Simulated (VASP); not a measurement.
The system is AlAs.

```xyz
2
Lattice="0.0000 2.8638 2.8638 2.8638 0.0000 2.8638 2.8638 2.8638 0.0000" Properties=species:S:1:pos:R:3 pbc="T T T"
Al    0.0000    0.0000    0.0000
As    1.4319    1.4319    1.4319
```

```yaml
Program: VASP 6.6.1
Task: relaxation of cell and atoms
Functional: PBE
Dispersion: D3(BJ)
Potentials_or_basis: VASP PAW PBE potentials, release 64 (Al, As)
Cutoff: 500 eV
k_mesh: 8 × 8 × 8
Occupations: gaussian, width 0.02 eV
Spin: no spin polarisation
```

At the start: pressure -2.1 GPa; volume 23.49 Å³/atom.

**Question.** Where does the relaxation end?

**Answer.** Over 3 steps the energy falls by 4.8 meV/atom and the volume is 22.78 Å³/atom (-3.0 %); space group F-43m (No. 216, to 0.05 Å).

The path:
```
step  energy change (eV)  largest force (eV/Å)  pressure (GPa)  volume (Å³)
   1              0.0000                0.0000           -2.10        46.97
   2             -0.0075                0.0000            1.08        44.91
   3             -0.0096                0.0000            0.00        45.55
```

Final structure:
```yaml
crystal:
  lattice:
    - [0.00000, 2.83463, 2.83463]
    - [2.83463, 0.00000, 2.83463]
    - [2.83463, 2.83463, 0.00000]
  atoms:
    - { symbol: Al, position: [0.00000, 0.00000, 0.00000] }
    - { symbol: As, position: [0.25000, 0.25000, 0.25000] }
```
